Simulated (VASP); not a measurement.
Set up this calculation in VASP 6.6.1, as the native input.

| Quantity | Value |
| --- | --- |
| Task | relaxation of cell and atoms |
| Functional | PBE |
| Potentials or basis | VASP PAW PBE potentials, release 64 (Sb) |
| Cutoff | 600 eV |
| k mesh | 20 × 20 × 20 |
| Occupations | fermi-dirac, width 0.15 eV |
| Spin | no spin polarisation |
| Dipole correction | no |
| Further INCAR settings | ALGO = Normal; EDIFF = 1e-06; IBRION = 2; EDIFFG = -0.001; NSW = 80; ISIF = 3 |

The structure of Sb lies in POSCAR:

```
Sb
1.0
    3.1096325701      0.0000000000      0.0000000000
    0.0000000000      3.1096325701      0.0000000000
    0.0000000000      0.0000000000      3.1096325701
Sb
1
Direct
    0.5000000000      0.5000000000      0.5000000000
```

This isn't the form of Sb at room conditions, which is rhombohedral.

These files were run (other wordings do the same):

INCAR

```
PREC     = Accurate       # precision mode
ENCUT    = 600            # plane-wave cutoff, eV
EDIFF    = 1E-6           # SCF threshold, eV
ISMEAR   = -1             # smearing method
SIGMA    = 0.15           # smearing width, eV
LREAL    = False          # projectors in reciprocal space
LASPH    = True           # aspherical terms in the spheres
NELM     = 80             # most SCF steps
ALGO     = Normal         # electronic algorithm
ISIF     = 3              # what is computed and relaxed
LWAVE    = False          # write WAVECAR
LCHARG   = False          # write CHGCAR
GGA      = PE             # functional
IBRION   = 2              # ionic algorithm
NSW      = 80             # ionic steps
EDIFFG   = -0.001         # ionic threshold
```

KPOINTS

```
regular mesh
0
Gamma
  20 20 20
```

Potentials or basis: VASP PAW PBE potentials, release 64 (Sb).

Run with:

```bash
$ cat potpaw_PBE.64/Sb/POTCAR > POTCAR
$ mpirun -np 1 vasp_std > vasp.out
```

It gave:

```yaml
Relaxed_volume: 30.07 Å³/atom
Relaxed_cell: a = 3.110 Å, b = 3.110 Å, c = 3.110 Å, α = 90.00°, β = 90.00°, γ = 90.00°
Space_group_after_relaxing_to_0.1_Å: Pm-3m (No. 221)
Energy_gained_by_relaxing: 0.0 meV/atom
Ionic_steps: 14
Pressure_after_relaxing: 0.0 GPa
Band_gap_on_the_k_mesh: zero (an odd number of electrons rules out a gap without spin polarisation)
```

Caveat: spin-orbit coupling is left out, which moves the levels of the heavy elements.

Run time: 67 s on 1 thread of Intel(R) Xeon(R) 6975P-C (Granite Rapids), with other jobs on the host, peak memory 0.22 GiB.
